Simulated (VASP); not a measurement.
# Ag (Fm-3m) in VASP: further runs

Ag is run at these levels: PBE; tasks: single point.

All numbers are computed with VASP 6.6.1; they aren't measurements. Logs are shortened: lines on timing, memory, paths and dates and some standing lists are left out, and cuts for length are marked.

## 1. The cell of the first run

Symmetry: Fm-3m, No. 225, cubic system. Conventional cell: a = 4.148 Å, b = 4.148 Å, c = 4.148 Å, α = 90.00°, β = 90.00°, γ = 90.00°. Ag (site symmetry m-3m) has 12 Ag at 2.93 Å within 3.9 Å.

## 2. Single point, PBE

Input file INCAR:

```
PREC = Accurate ; ENCUT = 520
EDIFF = 1E-6 ; ISMEAR = -1
SIGMA = 0.06122561905347299 ; LREAL = F
LASPH = T ; NELM = 60
ALGO = Normal ; ISIF = 2
LWAVE = F ; LCHARG = F
GGA = PE ; NBANDS = 12
```

Input file KPOINTS:

```
regular mesh
0
Gamma
  45 45 45
```

Input file POSCAR:

```
Ag
1.0
    0.0000000000      2.0738757445      2.0738757445
    2.0738757445      0.0000000000      2.0738757445
    2.0738757445      2.0738757445      0.0000000000
Ag
1
Direct
    0.0000000000      0.0000000000      0.0000000000
```

Potentials or basis: VASP PAW PBE potentials, release 64 (Ag).

Run with:

```console
cat potpaw_PBE.64/Ag/POTCAR > POTCAR
mpirun -np 1 vasp_std > vasp.out
```

OUTCAR:

```text
PREC = Accurate
   ENCUT = 520
   EDIFF = 1E-6
   ISMEAR = -1
   LREAL = F
   LASPH = T
   NELM = 60
   ISIF = 2
   GGA = PE

 ion  position               nearest neighbor table
   1  0.000  0.000  0.000-

  LATTYP: Found a face centered cubic cell.
 ALAT       =     4.1477514890

  Lattice vectors:

 A1 = (   0.0000000000,   2.0738757445,   2.0738757445)
 A2 = (   2.0738757445,   0.0000000000,   2.0738757445)
 A3 = (   2.0738757445,   2.0738757445,   0.0000000000)

Analysis of symmetry for initial positions (statically):
=====================================================================
 Subroutine PRICEL returns:
 Original cell was already a primitive cell.

 Routine SETGRP: Setting up the symmetry group for a
 face centered cubic supercell.

 Subroutine GETGRP returns: Found 48 space group operations
 (whereof 48 operations were pure point group operations)
 out of a pool of 48 trial point group operations.

The static configuration has the point symmetry O_h .

Analysis of symmetry for dynamics (positions and initial velocities):
=====================================================================
 Subroutine PRICEL returns:
 Original cell was already a primitive cell.

 Routine SETGRP: Setting up the symmetry group for a
 face centered cubic supercell.

 Subroutine GETGRP returns: Found 48 space group operations
 (whereof 48 operations were pure point group operations)
 out of a pool of 48 trial point group operations.

The dynamic configuration has the point symmetry O_h .

 Subroutine INISYM returns: Found 48 space group operations
 (whereof 48 operations are pure point group operations),
 and found     1 'primitive' translations

----------------------------------------------------------------------------------------

                                     Primitive cell

  volume of cell :      17.8393

  direct lattice vectors                    reciprocal lattice vectors
     0.000000000  2.073875745  2.073875745    -0.241094483  0.241094483  0.241094483
     2.073875745  0.000000000  2.073875745     0.241094483 -0.241094483  0.241094483
     2.073875745  2.073875745  0.000000000     0.241094483  0.241094483 -0.241094483

  length of vectors
     2.932903205  2.932903205  2.932903205     0.417587894  0.417587894  0.417587894

  position of ions in fractional coordinates (direct lattice)
     0.000000000  0.000000000  0.000000000

  ion indices of the primitive-cell ions
   primitive index   ion index
[... 74 lines left out ...]
   LREAL  =      F    real-space projection
   EDIFFG = 0.1E-04   stopping-criterion for IOM
   NSW    =      0    number of steps for IOM
   IBRION =     -1    ionic relax: 0-MD 1-quasi-New 2-CG
   NFREE  =      0    steps in history (QN), initial steepest desc. (CG)
   ISIF   =      2    stress and relaxation
   ISYM   =      2    0-nonsym 1-usesym 2-fastsym
   POTIM  = 0.5000    time-step for ionic-motion
   TEBEG  =    0.0;   TEEND  =   0.0 temperature during run
   PSTRESS=    0.0 pullay stress
   NELECT =      11.0000    total number of electrons
   NUPDOWN=      -1.0000    fix difference up-down
   EMIN   =  10.00;   EMAX   =-10.00  energy-range for DOS
   EFERMI =   0.00;   METHOD = LEGACY
   ISMEAR =    -1;   SIGMA  =   0.06  broadening in eV -4-tet -1-fermi 0-gaus
   EFERMI_NEDOS =   21; number of points for ismear=-14 and -15
   IALGO  =     38    algorithm
   IMIX   =      4    mixing-type and parameters
     AMIX     =   0.40;   BMIX     =  1.00
     AMIX_MAG =   1.60;   BMIX_MAG =  1.00
  volume/ion in A,a.u.               =      17.84       120.39
  Fermi-wavevector in a.u.,A,eV,Ry     =   1.393412  2.633168 26.417045  1.941598
  Thomas-Fermi vector in A             =   2.517061
   LORBIT       =      0    0 simple, 1 ext, 2 COOP (PROOUT), +10 PAW based schemes
   GGA     = PE    functional components
   LHFCALC =     F    Hartree Fock is set to
   AEXX    =    0.0000 exact exchange contribution
   IVDW    =     0    specifies the selected vdW correction
   LEPSILON=     F    determine dielectric tensor
   LRPA    =     F    only Hartree local field effects (RPA)
 non-spin polarized calculation
  energy-cutoff  :      520.00
  volume of cell :       17.84
 maximum number of plane-waves:       531
 NGX is ok and might be reduce to    24
   NGX = 11   NGY = 11   NGZ = 11

 number of electron      11.0000000 magnetization

 Free energy of the ion-electron system (eV)
  ---------------------------------------------------
  ext. energy  EPLUGINS =         0.00000000
  ---------------------------------------------------
  free energy    TOTEN  =        -2.71948949 eV

  energy without entropy =       -2.71617900  energy(sigma->0) =       -2.71783424

 E-fermi :   7.8582     XC(G=0): -11.9418

 val. band max:        7.8574773373   @ k =  -0.4889   0.1556   0.0667
 cond. band min:       7.8581699652   @ k =  -0.4667   0.0667   0.0000
 fundamental gap:      0.0006926279
 Fermi energy:         7.8581664090

 k-point     1 :       0.0000    0.0000    0.0000
  band No.  band energies     occupation
      1       0.3759      2.00000
      2       3.1688      2.00000
      3       3.1688      2.00000
      4       3.1688      2.00000
      5       4.1225      2.00000
      6       4.1225      2.00000
      7      23.7366      0.00000
      8      27.0472      0.00000
      9      27.0472      0.00000
     10      27.0472      0.00000
     11      31.7474      0.00000
     12      32.6069      0.00000
[... 331 lines left out ...]
 k-point    24 :       0.0222    0.0222    0.0000
  band No.  band energies     occupation
      1       0.3959      2.00000
      2       3.1613      2.00000
      3       3.1759      2.00000
      4       3.1759      2.00000
      5       4.1150      2.00000
      6       4.1258      2.00000
      7      23.7413      0.00000
      8      26.9554      0.00000
      9      26.9912      0.00000
     10      26.9912      0.00000
     11      31.8816      0.00000
     12      32.5663      0.00000

 [... further k-points ...]
[... 5 lines left out ...]
  --------------------------------------------------------------------------------------
  -------------------------------------------------------------------------------------
  Total       -0.0137686     -0.0137686     -0.0137686      0.0000000      0.0000000     -0.0000000
  in kB       -1.2365827     -1.2365827     -1.2365827      0.0000000      0.0000000     -0.0000000
  external PRESSURE =      -1.2365827 kB  Pullay stress =       0.0000000 kB

 VOLUME and BASIS-vectors are now :
 -----------------------------------------------------------------------------
  energy-cutoff  :      520.00
  volume of cell :       17.84
      direct lattice vectors                 reciprocal lattice vectors
     0.000000000  2.073875745  2.073875745    -0.241094483  0.241094483  0.241094483
     2.073875745  0.000000000  2.073875745     0.241094483 -0.241094483  0.241094483
     2.073875745  2.073875745  0.000000000     0.241094483  0.241094483 -0.241094483

 POSITION                                       TOTAL-FORCE (eV/Angst)
 -----------------------------------------------------------------------------------
      0.00000      0.00000      0.00000        -0.000000      0.000000      0.000000
 -----------------------------------------------------------------------------------
    total drift:                               -0.000000      0.000000      0.000000

  FREE ENERGIE OF THE ION-ELECTRON SYSTEM (eV)
  ---------------------------------------------------
  free  energy   TOTEN  =        -2.7194894888 eV

  energy  without entropy=       -2.7161789969  energy(sigma->0) =       -2.71783424
```

OSZICAR:

```text
N       E                     dE             d eps       ncg     rms          rms(c)
DAV:   1     0.519412195336E+02    0.51941E+02   -0.54644E+03 55672   0.824E+02
DAV:   2    -0.215316331648E+01   -0.54094E+02   -0.51152E+02 63856   0.192E+02
DAV:   3    -0.295880606636E+01   -0.80564E+00   -0.80516E+00 65412   0.249E+01
DAV:   4    -0.296130028303E+01   -0.24942E-02   -0.24941E-02 63728   0.145E+00
DAV:   5    -0.296132075208E+01   -0.20469E-04   -0.20468E-04 65672   0.118E-01    0.464E+00
DAV:   6    -0.272846776630E+01    0.23285E+00   -0.94727E-01 59976   0.865E+00    0.307E+00
DAV:   7    -0.272197756475E+01    0.64902E-02   -0.76050E-03 64116   0.838E-01    0.176E+00
DAV:   8    -0.271947642995E+01    0.25011E-02   -0.70599E-04 62372   0.205E-01    0.792E-02
DAV:   9    -0.271948434476E+01   -0.79148E-05   -0.89830E-06 64916   0.222E-02    0.251E-02
DAV:  10    -0.271948985867E+01   -0.55139E-05   -0.42017E-06 62748   0.195E-02    0.463E-03
DAV:  11    -0.271948948882E+01    0.36985E-06   -0.82742E-08 34356   0.243E-03
   1 F= -.27194895E+01 E0= -.27178342E+01  d E =-.331049E-02
```

stdout:

```text
POSCAR found type information on POSCAR Ag
 POSCAR found :  1 types and       1 ions
 scaLAPACK will be used
 LDA part: xc-table for (Slater+PW92), standard interpolation
 POSCAR, INCAR and KPOINTS ok, starting setup
 FFT: planning ... GRIDC
 FFT: planning ... GRID_SOFT
 FFT: planning ... GRID
 WAVECAR not read
 entering main loop
```

It took 4 min on 1 thread of Intel Xeon Platinum 8488C (Sapphire Rapids), shared host; peak memory 0.58 GiB.

Results:

- Free energy: -2.7195 eV
- Pressure: -0.1 GPa

Levels at points of the mesh, in eV from the Fermi level:
| k point | band 2 | band 3 | band 4 | band 5 | band 6 | band 7 | band 8 | band 9 | band 10 | band 11 |
| --- | --- | --- | --- | --- | --- | --- | --- | --- | --- | --- |
| (0.00, 0.00, 0.00) | -4.69 | -4.69 | -4.69 | -3.74 | -3.74 | 15.88 | 19.19 | 19.19 | 19.19 | 23.89 |

## 3. Single point, PBE

This run uses another cell than the first one, of 18.20 Å³/atom, 1.020 times its volume.

Input file INCAR:

```
SYSTEM = Ag
PREC     = Accurate       ! precision mode
ENCUT    = 520            ! plane-wave cutoff, eV
EDIFF    = 1E-6           ! SCF threshold, eV
ISMEAR   = -1             ! smearing method
SIGMA    = 0.06122561905347299 ! smearing width, eV
LREAL    = .FALSE.        ! projectors in reciprocal space
LASPH    = .TRUE.         ! aspherical terms in the spheres
NELM     = 80             ! most SCF steps
ALGO     = Normal         ! electronic algorithm
ISIF     = 2              ! what is computed and relaxed
LWAVE    = .FALSE.        ! write WAVECAR
LCHARG   = .FALSE.        ! write CHGCAR
GGA      = PE             ! functional
NBANDS   = 12             ! bands
```

Input file KPOINTS:

```
regular mesh
0
G
  45 45 45
  0 0 0
```

Input file POSCAR:

```
Ag
1.0
    0.0000000000      2.0876104212      2.0876104212
    2.0876104212      0.0000000000      2.0876104212
    2.0876104212      2.0876104212      0.0000000000
Ag
1
Direct
    0.0000000000      0.0000000000      0.0000000000
```

Potentials or basis: VASP PAW PBE potentials, release 64 (Ag).

Run with:

```console
cat potpaw_PBE.64/Ag/POTCAR > POTCAR
mpirun -np 1 vasp_std > vasp.out
```

Wall time 14 min (1 thread of Oxide Virtual Turin-like, shared host); peak memory 0.54 GiB.

Results (log left out):

| Quantity | Value |
| --- | --- |
| Free energy | -2.7175 eV |
| Pressure | -1.8 GPa |

Levels at points of the mesh, in eV from the Fermi level:
```tsv
k point	band 4	band 5	band 6	band 7	band 8	band 9
(0.00, 0.00, 0.00)	-4.62	-3.70	-3.70	15.83	19.02	19.02
```

## 4. Single point, PBE

This run uses another cell than the first one, of 18.55 Å³/atom, 1.040 times its volume.

Input file INCAR:

```
PREC = Accurate
ENCUT = 520
EDIFF = 1E-6
ISMEAR = -1
SIGMA = 0.06122561905347299
LREAL = False
LASPH = True
NELM = 100
ALGO = Normal
ISIF = 2
LWAVE = False
LCHARG = True
GGA = PE
LELF = True
LVHAR = True
NBANDS = 12
```

Input file KPOINTS:

```
regular mesh
0
Gamma
  45 45 45
```

Input file POSCAR:

```
Ag
1.0
    0.0000000000      2.1011667129      2.1011667129
    2.1011667129      0.0000000000      2.1011667129
    2.1011667129      2.1011667129      0.0000000000
Ag
1
Direct
    0.0000000000      0.0000000000      0.0000000000
```

Potentials or basis: VASP PAW PBE potentials, release 64 (Ag).

Run with:

```console
cat potpaw_PBE.64/Ag/POTCAR > POTCAR
mpirun -np 1 vasp_std > vasp.out
```

OUTCAR:

```text
PREC = Accurate
   ENCUT = 520
   EDIFF = 1E-6
   ISMEAR = -1
   LREAL = False
   LASPH = True
   NELM = 100
   ISIF = 2
   GGA = PE

 ion  position               nearest neighbor table
   1  0.000  0.000  0.000-

  LATTYP: Found a face centered cubic cell.
 ALAT       =     4.2023334258

  Lattice vectors:

 A1 = (   0.0000000000,   2.1011667129,   2.1011667129)
 A2 = (   2.1011667129,   0.0000000000,   2.1011667129)
 A3 = (   2.1011667129,   2.1011667129,   0.0000000000)

Analysis of symmetry for initial positions (statically):
=====================================================================
 Subroutine PRICEL returns:
 Original cell was already a primitive cell.

 Routine SETGRP: Setting up the symmetry group for a
 face centered cubic supercell.

 Subroutine GETGRP returns: Found 48 space group operations
 (whereof 48 operations were pure point group operations)
 out of a pool of 48 trial point group operations.

The static configuration has the point symmetry O_h .

Analysis of symmetry for dynamics (positions and initial velocities):
=====================================================================
 Subroutine PRICEL returns:
 Original cell was already a primitive cell.

 Routine SETGRP: Setting up the symmetry group for a
 face centered cubic supercell.

 Subroutine GETGRP returns: Found 48 space group operations
 (whereof 48 operations were pure point group operations)
 out of a pool of 48 trial point group operations.

The dynamic configuration has the point symmetry O_h .

 Subroutine INISYM returns: Found 48 space group operations
 (whereof 48 operations are pure point group operations),
 and found     1 'primitive' translations

----------------------------------------------------------------------------------------

                                     Primitive cell
[... 106 lines left out ...]
   IALGO  =     38    algorithm
   IMIX   =      4    mixing-type and parameters
     AMIX     =   0.40;   BMIX     =  1.00
     AMIX_MAG =   1.60;   BMIX_MAG =  1.00
  volume/ion in A,a.u.               =      18.55       125.20
  Fermi-wavevector in a.u.,A,eV,Ry     =   1.375314  2.598967 25.735267  1.891489
  Thomas-Fermi vector in A             =   2.500661
   LORBIT       =      0    0 simple, 1 ext, 2 COOP (PROOUT), +10 PAW based schemes
   GGA     = PE    functional components
   LHFCALC =     F    Hartree Fock is set to
   AEXX    =    0.0000 exact exchange contribution
   IVDW    =     0    specifies the selected vdW correction
   LEPSILON=     F    determine dielectric tensor
   LRPA    =     F    only Hartree local field effects (RPA)
 non-spin polarized calculation
  energy-cutoff  :      520.00
  volume of cell :       18.55
 maximum number of plane-waves:       531
   NGX = 11   NGY = 11   NGZ = 11

 number of electron      11.0000002 magnetization

 Free energy of the ion-electron system (eV)
  ---------------------------------------------------
  ext. energy  EPLUGINS =         0.00000000
  ---------------------------------------------------
  free energy    TOTEN  =        -2.71196364 eV

  energy without entropy =       -2.70849115  energy(sigma->0) =       -2.71022740

 E-fermi :   7.3511     XC(G=0): -11.7127

 val. band max:        7.3456173937   @ k =  -0.2667   0.2667   0.0222
 cond. band min:       7.3591257924   @ k =  -0.2889   0.2444   0.0222
 fundamental gap:      0.0135083987
 Fermi energy:         7.3510914523

 k-point     1 :       0.0000    0.0000    0.0000
  band No.  band energies     occupation
      1       0.1425      2.00000
      2       2.7915      2.00000
      3       2.7915      2.00000
      4       2.7915      2.00000
      5       3.6803      2.00000
      6       3.6803      2.00000
      7      23.1279      0.00000
      8      26.2069      0.00000
      9      26.2069      0.00000
     10      26.2069      0.00000
     11      30.8231      0.00000
     12      31.4635      0.00000
[... 331 lines left out ...]
 k-point    24 :       0.0222    0.0222    0.0000
  band No.  band energies     occupation
      1       0.1619      2.00000
      2       2.7845      2.00000
      3       2.7980      2.00000
      4       2.7980      2.00000
      5       3.6733      2.00000
      6       3.6834      2.00000
      7      23.1300      0.00000
      8      26.1186      0.00000
      9      26.1454      0.00000
     10      26.1454      0.00000
     11      30.9490      0.00000
     12      31.4373      0.00000

 [... further k-points ...]
[... 5 lines left out ...]
  --------------------------------------------------------------------------------------
  -------------------------------------------------------------------------------------
  Total       -0.3787238     -0.3787238     -0.3787238     -0.0000000      0.0000000     -0.0000000
  in kB      -32.7055610    -32.7055610    -32.7055610     -0.0000000      0.0000000     -0.0000000
  external PRESSURE =     -32.7055610 kB  Pullay stress =       0.0000000 kB

 VOLUME and BASIS-vectors are now :
 -----------------------------------------------------------------------------
  energy-cutoff  :      520.00
  volume of cell :       18.55
      direct lattice vectors                 reciprocal lattice vectors
     0.000000000  2.101166713  2.101166713    -0.237963031  0.237963031  0.237963031
     2.101166713  0.000000000  2.101166713     0.237963031 -0.237963031  0.237963031
     2.101166713  2.101166713  0.000000000     0.237963031  0.237963031 -0.237963031

 POSITION                                       TOTAL-FORCE (eV/Angst)
 -----------------------------------------------------------------------------------
      0.00000      0.00000      0.00000         0.000000     -0.000000     -0.000000
 -----------------------------------------------------------------------------------
    total drift:                               -0.000000     -0.000000     -0.000000

  FREE ENERGIE OF THE ION-ELECTRON SYSTEM (eV)
  ---------------------------------------------------
  free  energy   TOTEN  =        -2.7119636400 eV

  energy  without entropy=       -2.7084911527  energy(sigma->0) =       -2.71022740
```

Run time: 12 min. Hardware: 1 thread of Oxide Virtual Turin-like, shared host; peak memory 0.54 GiB.

Results:

```yaml
Free_energy: -2.7120 eV
Pressure: -3.3 GPa
```

Levels at points of the mesh, in eV from the Fermi level:
| k point | band 3 | band 4 | band 5 | band 6 | band 7 | band 8 | band 9 | band 10 |
| --- | --- | --- | --- | --- | --- | --- | --- | --- |
| (0.00, 0.00, 0.00) | -4.56 | -4.56 | -3.67 | -3.67 | 15.78 | 18.86 | 18.86 | 18.86 |

## 5. Summary

| cell | gap on the mesh (eV) | pressure (GPa) |
| --- | --- | --- |
| a = 2.933 Å, angles 60.0°, 1 atom | none | -0.1 |
| a = 2.952 Å, angles 60.0°, 1 atom | none | -1.8 |
| a = 2.971 Å, angles 60.0°, 1 atom | none | -3.3 |

Alike in all rows: task single point; level PBE; potentials or basis VASP PAW PBE potentials, release 64 (Ag); no spin polarisation; k mesh 45 × 45 × 45; cutoff (eV) 520; smearing fermi-dirac 0.0612256 eV.

Absolute energies hang on the potentials; compare differences alone.
